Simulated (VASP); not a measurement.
Here is a VASP 6.6.1 calculation.

INCAR

```
SYSTEM = Ru2C3
  ALGO = Normal
  EDIFF = 1E-6
  ENCUT = 700
  GGA = PE
  GGA_COMPAT = .False.
  ISIF = 2
  ISMEAR = 0
  LASPH = .True.
  LCHARG = .False.
  LREAL = .False.
  LWAVE = .False.
  NBANDS = 30
  NELM = 120
  PREC = Accurate
  SIGMA = 0.1
```

KPOINTS

```
k-points
0
Gamma
  6 6 4
  0 0 0
```

Contents of POSCAR:

```
Ru2C3
1.0
    3.2139202206      0.0000000000      0.0000000000
   -1.6069601103      2.7833365568      0.0000000000
    0.0000000000      0.0000000000      5.4170676018
Ru C
2 3
Direct
    0.3333333333      0.6666666667      0.2269760630
    0.6666666667      0.3333333333      0.7730239370
    0.0000000000      0.0000000000      0.0000000000
    0.3333333333      0.6666666667      0.5942910433
    0.6666666667      0.3333333333      0.4057089567
```

Potentials or basis: VASP PAW PBE potentials, release 64 (Ru_sv, C).

The run is started by

```bash
$ cat potpaw_PBE.64/Ru_sv/POTCAR potpaw_PBE.64/C/POTCAR > POTCAR
$ mpirun -np 1 vasp_std > vasp.out
```

Estimate the largest force.

0.010 eV/Å.

What does it give for the pressure?

-0.4 GPa.

What does it give for the band gap on the k mesh?

Zero (bands 22 and 23 overlap by 1.14 eV).

Forces on the atoms (eV/Å):
```
Ru   0.000  0.000  0.010
Ru   0.000  0.000 -0.010
C    0.000  0.000  0.000
C    0.000  0.000 -0.004
C    0.000  0.000  0.004
```

Caveat: the k points lie up to 0.38 Å⁻¹ apart, too coarse for converged energies and pressures of a metal.
